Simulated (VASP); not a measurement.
A run of VASP 6.6.1 is set up as follows.

INCAR

```
SYSTEM = GeSb3O2
PREC = Accurate
ENCUT = 600
EDIFF = 1E-7
ISMEAR = 0
SIGMA = 0.1
LREAL = .FALSE.
LASPH = .TRUE.
NELM = 100
ALGO = Normal
ISIF = 3
LWAVE = .FALSE.
LCHARG = .FALSE.
GGA = PE
IBRION = 2
NSW = 90
EDIFFG = -0.04
```

KPOINTS

```
regular mesh
0
G
  6 6 2
  0 0 0
```

The input POSCAR:

```
GeSb3O2
1.0
    3.5371531900      0.0000000000      0.0000000000
    0.0000000000      3.5371531900      0.0000000000
    0.0000000000      0.0000000000     12.3477353100
Ge Sb O
1 3 2
Direct
    0.5000000000      0.5000000000      0.1515834800
    0.0000000000      0.0000000000      0.6514509300
    0.0000000000      0.0000000000      0.3293667700
    0.5000000000      0.5000000000      0.8522117700
    0.0000000000      0.0000000000      0.0241090300
    0.5000000000      0.5000000000      0.4912769800
```

Potentials or basis: VASP PAW PBE potentials, release 64 (Ge_d, Sb, O).

Command:

```console
$ cat potpaw_PBE.64/Ge_d/POTCAR potpaw_PBE.64/Sb/POTCAR potpaw_PBE.64/O/POTCAR > POTCAR
$ mpirun -np 1 vasp_std > vasp.out
```

Question: What does it give for the relaxed cell?

Answer: a = 3.238 Å, b = 3.238 Å, c = 11.801 Å, α = 90.00°, β = 90.00°, γ = 90.00°.

Question: What does it give for the band gap on the k mesh?

Answer: Zero (an odd number of electrons rules out a gap without spin polarisation).

Question: Estimate the relaxed volume.

Answer: 20.62 Å³/atom.

Final structure:
```
CELL_PARAMETERS angstrom
3.23756 0.00000 0.00000
0.00000 3.23756 0.00000
0.00000 0.00000 11.80053
ATOMIC_POSITIONS crystal
Ge 0.50000 0.50000 0.09196
Sb 0.00000 0.00000 0.57457
Sb 0.00000 0.00000 0.31128
Sb 0.50000 0.50000 0.85225
O 0.00000 0.00000 0.12238
O 0.50000 0.50000 0.54756
```

Caveat: the volume moved by over 15 % at a fixed basis, so the end points are rough; spin-orbit coupling is left out, which moves the levels of the heavy elements; an odd number of electrons without spin polarisation forces a metal; a magnetic or distorted state may lie lower.
